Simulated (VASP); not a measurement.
Al3Ir:

```
Al Ir
1.0
     4.27013    0.00000    0.00000
    -2.13506    3.69804    0.00000
     0.00000    0.00000    7.74078
Al Ir
6 2
Direct
  0.00000 0.00000 0.25000
  0.00000 0.00000 0.75000
  0.33333 0.66667 0.57989
  0.66667 0.33333 0.07989
  0.66667 0.33333 0.42011
  0.33333 0.66667 0.92011
  0.33333 0.66667 0.25000
  0.66667 0.33333 0.75000
```

| Item | Value |
| --- | --- |
| Program | VASP 6.6.1 |
| Task | relaxation of volume and atoms at fixed shape |
| Functional | LDA |
| Potentials or basis | VASP PAW LDA potentials, release 64 (Al, Ir) |
| Cutoff | 600 eV |
| k mesh | 7 × 7 × 4 |
| Occupations | gaussian, width 0.1 eV |
| Spin | no spin polarisation |

At the start: pressure -3.2 GPa; volume 15.28 Å³/atom.

Question: How do energy, volume and symmetry change on relaxing?

Answer: Over 5 steps the energy falls by 3.1 meV/atom and the volume is 14.97 Å³/atom (-2.0 %); space group P6_3/mmc (No. 194, to 0.05 Å).

Step by step:
```
step  energy change (eV)  largest force (eV/Å)  pressure (GPa)  volume (Å³)
   1              0.0000                0.0531           -3.20       122.24
   2              0.0134                0.0013            4.32       116.92
   3             -0.0247                0.0300           -0.01       119.83
   4             -0.0247                0.0296            0.06       119.78
   5             -0.0248                0.0090            0.05       119.78
```

Final structure:
```
CELL_PARAMETERS angstrom
4.24139 0.00000 0.00000
-2.12069 3.67315 0.00000
0.00000 0.00000 7.68868
ATOMIC_POSITIONS crystal
Al 0.00000 0.00000 0.25000
Al 0.00000 0.00000 0.75000
Al 0.33333 0.66667 0.57957
Al 0.66667 0.33333 0.07957
Al 0.66667 0.33333 0.42043
Al 0.33333 0.66667 0.92043
Ir 0.33333 0.66667 0.25000
Ir 0.66667 0.33333 0.75000
```
